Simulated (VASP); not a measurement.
# ScAl3N4 (Cm) in VASP: further runs

ScAl3N4 is run at these levels: r2SCAN; tasks: single point.

Program: VASP 6.6.1. These are calculated values, not measurements. Logs are shortened: lines on timing, memory, paths and dates and some standing lists are left out, and cuts for length are marked.

## 1. The cell of the first run

Symmetry: Cm, No. 8, monoclinic system. Conventional cell: a = 11.560 Å, b = 3.206 Å, c = 5.599 Å, α = 90.00°, β = 118.97°, γ = 90.00°. Within 2.7 Å of Sc (site symmetry m) lie 4 N at 2.01 to 2.08 Å. Within 2.5 Å of Al (site symmetry m) lie 4 N at 1.86 to 1.96 Å. Al (site symmetry m) has 4 N at 1.88 to 1.95 Å within 2.5 Å. Al (site symmetry m) has 4 N at 1.91 to 1.97 Å within 2.5 Å. N (site symmetry m) has 3 Al at 1.92 Å and 1 Sc at 2.08 Å within 2.5 Å. Within 2.6 Å of N (site symmetry m) lie 4 Al at 1.95 to 1.97 Å. Within 2.5 Å of N (site symmetry m) lie 2 Al at 1.86 to 1.88 Å and 2 Sc at 2.01 Å. N (site symmetry m) has 3 Al at 1.90 to 1.91 Å and 1 Sc at 2.06 Å within 2.5 Å.

## 2. Single point, r2SCAN

The input, POSCAR:

```
ScAl3N4
1.0
   -3.2058524949      0.0000000000      0.0000000000
    0.0000000000      5.5994837000      0.0003080180
    1.6029262475     -2.8000212566     -5.0569653450
Sc Al N
1 3 4
Direct
    0.0055205053      0.3358749068      0.0110410105
    0.5000367598      0.8365834515      0.0000735197
    0.7533381535      0.4162799857      0.5066763071
    0.2456343003      0.9166910743      0.4912686006
    0.7999553193      0.1305204002      0.5999106386
    0.3060158783      0.6429007132      0.6120317567
    0.5681408132      0.2130536949      0.1362816263
    0.0573582702      0.7440957734      0.1147165405
```

The input, INCAR.step1:

```
SYSTEM = ScAl3N4
PREC = Accurate
ENCUT = 520
ISMEAR = 0
SIGMA = 0.1
LREAL = .FALSE.
LASPH = .TRUE.
NELM = 80
NBANDS = 30
GGA = PE
ALGO = Normal
EDIFF = 1E-4
LWAVE = .TRUE.
LCHARG = .FALSE.
```

The input, INCAR.step2:

```
SYSTEM = ScAl3N4
PREC = Accurate
ENCUT = 520
EDIFF = 1E-7
ISMEAR = 0
SIGMA = 0.1
LREAL = .FALSE.
LASPH = .TRUE.
NELM = 80
ALGO = Normal
ISIF = 2
LWAVE = .FALSE.
LCHARG = .TRUE.
METAGGA = R2SCAN
LMIXTAU = .TRUE.
LELF = .TRUE.
LVHAR = .TRUE.
NBANDS = 30
ISTART = 1
```

The input, KPOINTS:

```
regular mesh
0
G
  6 6 6
  0 0 0
```

Potentials or basis: VASP PAW PBE potentials, release 64 (Sc_sv, Al, N).

Command:

```sh
$ cat potpaw_PBE.64/Sc_sv/POTCAR potpaw_PBE.64/Al/POTCAR potpaw_PBE.64/N/POTCAR > POTCAR
$ cp INCAR.step1 INCAR
$ mpirun -np 1 vasp_std > vasp.out
$ cp INCAR.step2 INCAR
$ mpirun -np 1 vasp_std > vasp.out
```

OUTCAR:

```text
SYSTEM = ScAl3N4
   PREC = Accurate
   ENCUT = 520
   EDIFF = 1E-7
   ISMEAR = 0
   LREAL = .FALSE.
   LASPH = .TRUE.
   NELM = 80
   ISIF = 2
   METAGGA = R2SCAN
   ISTART = 1

 ion  position               nearest neighbor table
   1  0.006  0.336  0.011-   7 2.01   7 2.01   8 2.06   5 2.08   4 3.09   3 3.12   3 3.12   3 3.16
                             2 3.20   2 3.20   4 3.21   4 3.21   2 3.26   2 3.26
   2  0.500  0.837  0.000-   7 1.86   8 1.90   8 1.90   6 1.96   4 3.10   4 3.10   3 3.12   3 3.12
                             3 3.15   4 3.18   1 3.20   1 3.20   1 3.26   1 3.26
   3  0.753  0.416  0.507-   7 1.88   5 1.92   6 1.95   6 1.95   1 3.12   1 3.12   2 3.12   2 3.12
                             2 3.15   1 3.16   4 3.19   4 3.19   4 3.27   4 3.27
   4  0.246  0.917  0.491-   8 1.91   5 1.92   5 1.92   6 1.97   1 3.09   2 3.10   2 3.10   2 3.18
                             3 3.19   3 3.19   1 3.21   1 3.21   3 3.27   3 3.27
   5  0.800  0.131  0.600-   4 1.92   4 1.92   3 1.92   1 2.08
   6  0.306  0.643  0.612-   3 1.95   3 1.95   2 1.96   4 1.97
   7  0.568  0.213  0.136-   2 1.86   3 1.88   1 2.01   1 2.01
   8  0.057  0.744  0.115-   2 1.90   2 1.90   4 1.91   1 2.06

  LATTYP: Found a base centered monoclinic cell.
 ALAT       =    11.5597185597
 B/A-ratio  =     0.2773296321
 C/A-ratio  =     0.4843961970
 COS(beta)  =    -0.4842997287

  Lattice vectors:

 A1 = (  -1.6029262475,  -2.7994624434,   5.0566573270)
 A2 = (   1.6029262474,  -2.7994624434,   5.0566573270)
 A3 = (   0.0000000000,   5.5994837000,   0.0003080180)

Analysis of symmetry for initial positions (statically):
=====================================================================
 Subroutine PRICEL returns:
 Original cell was already a primitive cell.

 Routine SETGRP: Setting up the symmetry group for a
 base centered monoclinic supercell.

 Subroutine GETGRP returns: Found  2 space group operations
 (whereof  2 operations were pure point group operations)
 out of a pool of  4 trial point group operations.

The static configuration has the point symmetry C_1h.

Analysis of symmetry for dynamics (positions and initial velocities):
=====================================================================
 Subroutine PRICEL returns:
 Original cell was already a primitive cell.

 Routine SETGRP: Setting up the symmetry group for a
 base centered monoclinic supercell.

 Subroutine GETGRP returns: Found  2 space group operations
 (whereof  2 operations were pure point group operations)
 out of a pool of  4 trial point group operations.

The dynamic configuration has the point symmetry C_1h.

 Subroutine INISYM returns: Found  2 space group operations
 (whereof  2 operations are pure point group operations),
 and found     1 'primitive' translations

----------------------------------------------------------------------------------------

                                     Primitive cell

  volume of cell :      90.7754

  direct lattice vectors                    reciprocal lattice vectors
    -3.205852495  0.000000000  0.000000000    -0.311929511  0.000005439 -0.098876539
     0.000000000  5.599483700  0.000308018     0.000000000  0.178593333 -0.098886406
     1.602926247 -2.800021257 -5.056965345     0.000000000  0.000010878 -0.197753077

  length of vectors
     3.205852495  5.599483708  5.998532328     0.327225594  0.204142352  0.197753078

  position of ions in fractional coordinates (direct lattice)
     0.005520505  0.335874907  0.011041011
     0.500036760  0.836583451  0.000073520
     0.753338154  0.416279986  0.506676307
     0.245634300  0.916691074  0.491268601
     0.799955319  0.130520400  0.599910639
     0.306015878  0.642900713  0.612031757
     0.568140813  0.213053695  0.136281626
     0.057358270  0.744095773  0.114716540

  ion indices of the primitive-cell ions
   primitive index   ion index
                 1           1
                 2           2
                 3           3
                 4           4
                 5           5
                 6           6
                 7           7
                 8           8

----------------------------------------------------------------------------------------

 KPOINTS: regular mesh

Automatic generation of k-mesh.
 Grid dimensions read from file:
 generate k-points for:    6    6    6

 Generating k-lattice:

  Cartesian coordinates                     Fractional coordinates (reciprocal lattice)
    -0.051988252  0.000000907 -0.016479423     0.166666667  0.000000000 -0.000000000
     0.000000000  0.029765556 -0.016481068     0.000000000  0.166666667 -0.000000000
     0.000000000  0.000001813 -0.032958846     0.000000000  0.000000000  0.166666667

  Length of vectors
     0.054537599  0.034023725  0.032958846

  Shift w.r.t. Gamma in fractional coordinates (k-lattice)
     0.000000000  0.000000000  0.000000000

 Subroutine IBZKPT returns following result:
 ===========================================

 Found     68 irreducible k-points:

 Following reciprocal coordinates:
            Coordinates               Weight
  0.000000  0.000000  0.000000      1.000000
  0.166667 -0.000000  0.000000      4.000000
  0.333333 -0.000000  0.000000      4.000000
  0.500000  0.000000 -0.000000      2.000000
  0.000000  0.166667 -0.000000      2.000000
  0.166667  0.166667 -0.000000      4.000000
[... 16 lines left out ...]
  0.333333  0.000000  0.166667      4.000000
  0.500000 -0.000000  0.166667      4.000000
 [... further k-points ...]
   k-points           NKPTS =     68   k-points in BZ     NKDIM =     68   number of bands    NBANDS=     30
   number of dos      NEDOS =    301   number of ions     NIONS =      8
   total plane-waves  NPLWV =  48384
   dimension x,y,z NGX =    24 NGY =   42 NGZ =   48
   dimension x,y,z NGXF=    48 NGYF=   84 NGZF=   96
   ions per type =               1   3   4
   NGX,Y,Z   is equivalent  to a cutoff of  12.45, 12.47, 13.30 a.u.
   NGXF,Y,Z  is equivalent  to a cutoff of  24.89, 24.94, 26.61 a.u.
 SYSTEM =  ScAl3N4
   PREC   = accura    normal or accurate (medium, high low for compatibility)
   ISTART =      1    job   : 0-new  1-cont  2-samecut
   ICHARG =      0    charge: 1-file 2-atom 10-const
   ISPIN  =      1    spin polarized calculation?
   LNONCOLLINEAR =      F non collinear calculations
   LSORBIT =      F    spin-orbit coupling
   LASPH  =      T    aspherical Exc in radial PAW
   ENCUT  =  520.0 eV  38.22 Ry    6.18 a.u.   5.96 10.41 11.15*2*pi/ulx,y,z
   NELM   =     80;   NELMIN=  2; NELMDL=  0     # of ELM steps
   EDIFF  = 0.1E-06   stopping-criterion for ELM
   LREAL  =      F    real-space projection
   EDIFFG = 0.1E-05   stopping-criterion for IOM
   NSW    =      0    number of steps for IOM
   IBRION =     -1    ionic relax: 0-MD 1-quasi-New 2-CG
   NFREE  =      0    steps in history (QN), initial steepest desc. (CG)
   ISIF   =      2    stress and relaxation
   ISYM   =      2    0-nonsym 1-usesym 2-fastsym
   POTIM  = 0.5000    time-step for ionic-motion
   TEBEG  =    0.0;   TEEND  =   0.0 temperature during run
   PSTRESS=    0.0 pullay stress
   NELECT =      40.0000    total number of electrons
   NUPDOWN=      -1.0000    fix difference up-down
   EMIN   =  10.00;   EMAX   =-10.00  energy-range for DOS
   EFERMI =   0.00;   METHOD = LEGACY
   ISMEAR =     0;   SIGMA  =   0.10  broadening in eV -4-tet -1-fermi 0-gaus
   EFERMI_NEDOS =   21; number of points for ismear=-14 and -15
   IALGO  =     38    algorithm
   IMIX   =      4    mixing-type and parameters
     AMIX     =   0.40;   BMIX     =  1.00
     AMIX_MAG =   1.60;   BMIX_MAG =  1.00
  volume/ion in A,a.u.               =      11.35        76.57
  Fermi-wavevector in a.u.,A,eV,Ry     =   1.245772  2.354169 21.115550  1.551949
  Thomas-Fermi vector in A             =   2.379980
   LORBIT       =      0    0 simple, 1 ext, 2 COOP (PROOUT), +10 PAW based schemes
   METAGGA = R2SCAN    functional components
   LHFCALC =     F    Hartree Fock is set to
   AEXX    =    0.0000 exact exchange contribution
   IVDW    =     0    specifies the selected vdW correction
   LEPSILON=     F    determine dielectric tensor
   LRPA    =     F    only Hartree local field effects (RPA)
 non-spin polarized calculation
 Gauss-broadening in eV      SIGMA  =   0.10
  energy-cutoff  :      520.00
  volume of cell :       90.78
 maximum number of plane-waves:      2462
   NGX = 11   NGY = 21   NGZ = 23

 number of electron      39.9999999 magnetization

 Free energy of the ion-electron system (eV)
  ---------------------------------------------------
  ext. energy  EPLUGINS =         0.00000000
  ---------------------------------------------------
  free energy    TOTEN  =       -81.28411264 eV

  energy without entropy =      -81.28411264  energy(sigma->0) =      -81.28411264

 E-fermi :   5.2821     XC(G=0): -11.3595

 val. band max:        4.8561927093   @ k =   0.5000   0.5000   0.1667
 cond. band min:       9.1400722107   @ k =   0.0000   0.0000   0.0000
 fundamental gap:      4.2838795014
 Fermi energy:         5.2821122515

 k-point     1 :       0.0000    0.0000    0.0000
  band No.  band energies     occupation
      1     -43.5781      2.00000
      2     -21.4381      2.00000
      3     -21.4329      2.00000
      4     -21.2496      2.00000
      5     -10.3252      2.00000
      6      -8.5420      2.00000
[... 22 lines left out ...]
     29      14.5563      0.00000
     30      15.7813      0.00000

 k-point     2 :       0.1667   -0.0000    0.0000
  band No.  band energies     occupation
      1     -43.5696      2.00000
      2     -21.4391      2.00000
      3     -21.4246      2.00000
      4     -21.3369      2.00000
      5     -10.0618      2.00000
      6      -8.4959      2.00000
[... 718 lines left out ...]
 k-point    24 :       0.5000   -0.0000    0.1667
  band No.  band energies     occupation
      1     -43.5440      2.00000
      2     -21.6796      2.00000
      3     -21.3967      2.00000
      4     -21.3508      2.00000
      5      -8.7360      2.00000
      6      -8.4383      2.00000
[... 22 lines left out ...]
     29      14.4242      0.00000
     30      14.9378      0.00000

 [... further k-points ...]

------------------------ aborting loop because EDIFF is reached ----------------------------------------

  FORCE on cell =-STRESS in cart. coord.  units (eV):
  Direction    XX          YY          ZZ          XY          YZ          ZX
  --------------------------------------------------------------------------------------
  -------------------------------------------------------------------------------------
  Total        0.0413248      0.0504893      0.1215163     -0.0000000      0.0121331     -0.0000000
  in kB        0.7293787      0.8911311      2.1447503     -0.0000000      0.2141473     -0.0000000
  external PRESSURE =       1.2550867 kB  Pullay stress =       0.0000000 kB

 VOLUME and BASIS-vectors are now :
 -----------------------------------------------------------------------------
  energy-cutoff  :      520.00
  volume of cell :       90.78
      direct lattice vectors                 reciprocal lattice vectors
    -3.205852495  0.000000000  0.000000000    -0.311929511  0.000005439 -0.098876539
     0.000000000  5.599483700  0.000308018     0.000000000  0.178593333 -0.098886406
     1.602926247 -2.800021257 -5.056965345     0.000000000  0.000010878 -0.197753077

 POSITION                                       TOTAL-FORCE (eV/Angst)
 -----------------------------------------------------------------------------------
     -0.00000      1.84981     -0.05573        -0.000000      0.002186      0.005251
     -1.60293      4.68423     -0.00011        -0.000000      0.010255      0.009578
     -1.60293      0.91225     -2.56212        -0.000000      0.002812      0.001596
      0.00000      3.75743     -2.48405         0.000000      0.002781     -0.005982
     -1.60293     -0.94892     -3.03369        -0.000000     -0.000374      0.078337
      0.00000      1.88621     -3.09483         0.000000     -0.006056     -0.002706
     -1.60293      0.81140     -0.68911         0.000000     -0.104365     -0.057956
      0.00000      3.84534     -0.57989         0.000000      0.092760     -0.028118
 -----------------------------------------------------------------------------------
    total drift:                                0.000006     -0.000518      0.008681

  FREE ENERGIE OF THE ION-ELECTRON SYSTEM (eV)
  ---------------------------------------------------
  free  energy   TOTEN  =       -81.2841126396 eV

  energy  without entropy=      -81.2841126396  energy(sigma->0) =      -81.28411264
```

Run time: 16 min. Hardware: 1 thread of Intel Xeon 8259CL, shared host; peak memory 0.33 GiB.

What came out:

- Free energy: -81.2841 eV
- Pressure: 0.1 GPa
- Largest force: 0.119 eV/Å
- Band gap on the k mesh: 4.28 eV (least direct gap 4.43 eV)

Forces on the atoms (eV/Å):
```
Sc   0.000  0.002  0.005
Al   0.000  0.010  0.010
Al   0.000  0.003  0.002
Al   0.000  0.003 -0.006
N    0.000  0.000  0.078
N    0.000 -0.006 -0.003
N    0.000 -0.104 -0.058
N    0.000  0.093 -0.028
```

Stress tensor (GPa, compression positive):
```
0.07 0.00 0.00
0.00 0.09 0.02
0.00 0.02 0.21
```

Caveat: the PAW data sets were made with another functional, which shifts forces and pressure a little. A k mesh can miss the band edges.

## 3. Single point, r2SCAN

This run uses another cell than the first one, of 11.37 Å³/atom.

The input, POSCAR:

```
ScAl3N4
1.0
   -3.2215000000      0.0000000000      0.0000000000
    0.0000000000      5.5798016766      0.0000000000
    1.6107500000     -2.7899008383     -5.0615000000
Sc Al N
1 3 4
Direct
    0.0000000000      0.3333333300      0.0000000000
    0.5000000000      0.8333333300      0.0000000000
    0.7500000000      0.4166666700      0.5000000000
    0.2500000000      0.9166666700      0.5000000000
    0.8090000000      0.1423333300      0.6180000000
    0.3090000000      0.6423333300      0.6180000000
    0.5590000000      0.2256666700      0.1180000000
    0.0590000000      0.7256666700      0.1180000000
```

The input, INCAR.step1:

```
PREC = Accurate ; ENCUT = 520
ISMEAR = 0 ; SIGMA = 0.1
LREAL = F ; LASPH = T
NELM = 60 ; NBANDS = 30
GGA = PE ; ALGO = Normal
EDIFF = 1E-4 ; LWAVE = T
LCHARG = F
```

The input, INCAR.step2:

```
PREC = Accurate ; ENCUT = 520
EDIFF = 1E-6 ; ISMEAR = 0
SIGMA = 0.1 ; LREAL = F
LASPH = T ; NELM = 60
ALGO = Normal ; ISIF = 2
LWAVE = F ; LCHARG = F
METAGGA = R2SCAN ; LMIXTAU = T
NBANDS = 30 ; ISTART = 1
```

The input, KPOINTS:

```
Automatic mesh
0
Gamma
  6 6 6
```

Potentials or basis: VASP PAW PBE potentials, release 64 (Sc_sv, Al, N).

Command:

```sh
$ cat potpaw_PBE.64/Sc_sv/POTCAR potpaw_PBE.64/Al/POTCAR potpaw_PBE.64/N/POTCAR > POTCAR
$ cp INCAR.step1 INCAR
$ mpirun -np 1 vasp_std > vasp.out
$ cp INCAR.step2 INCAR
$ mpirun -np 1 vasp_std > vasp.out
```

It took 15 min on 1 thread of Intel Xeon 8259CL, shared host; peak memory 0.33 GiB.

It converged, with:

* Free energy: -80.6271 eV
* Pressure: 2.5 GPa
* Largest force: 3.646 eV/Å
* Band gap on the k mesh: 4.34 eV (least direct gap 4.61 eV)

Forces in eV/Å, atoms in the order of the input:
```
Sc   0.000 -0.329 -1.081
Al   0.000  0.252 -0.531
Al   0.000 -0.188  0.202
Al   0.000  0.203  0.217
N    0.000 -0.031  3.572
N    0.000  0.027  0.190
N    0.000 -3.176 -1.790
N    0.000  3.242 -0.780
```

Stress tensor (GPa, compression positive):
```
 1.03  0.00  0.00
 0.00  1.50 -0.10
 0.00 -0.10  4.92
```

Levels at points of the mesh, in eV from the valence-band top:
```
           k point  band 16  band 17  band 18  band 19  band 20  band 21  band 22  band 23  band 24  band 25
(0.00, 0.00, 0.00)    -0.66    -0.57    -0.47    -0.32    -0.27     4.34     5.48     5.74     6.32     6.87
(0.50, 0.00, 0.00)    -1.68    -1.17    -0.94    -0.31    -0.17     5.40     5.78     6.31     6.92     7.31
(0.00, 0.50, 0.00)    -1.09    -0.74    -0.66    -0.34    -0.19     5.67     6.47     6.52     7.05     7.35
(0.00, 0.50, 0.50)    -1.10    -1.05    -0.84    -0.04     0.00     5.75     6.24     6.86     6.92     7.21
(0.50, 0.50, 0.00)    -1.49    -1.44    -0.84    -0.25     0.00     5.21     5.62     5.76     6.03     6.87
(0.00, 0.00, 0.50)    -0.98    -0.75    -0.68    -0.41    -0.28     5.42     5.74     6.32     6.83     7.15
```

Caveat: the PAW data sets were made with another functional, which shifts forces and pressure a little.
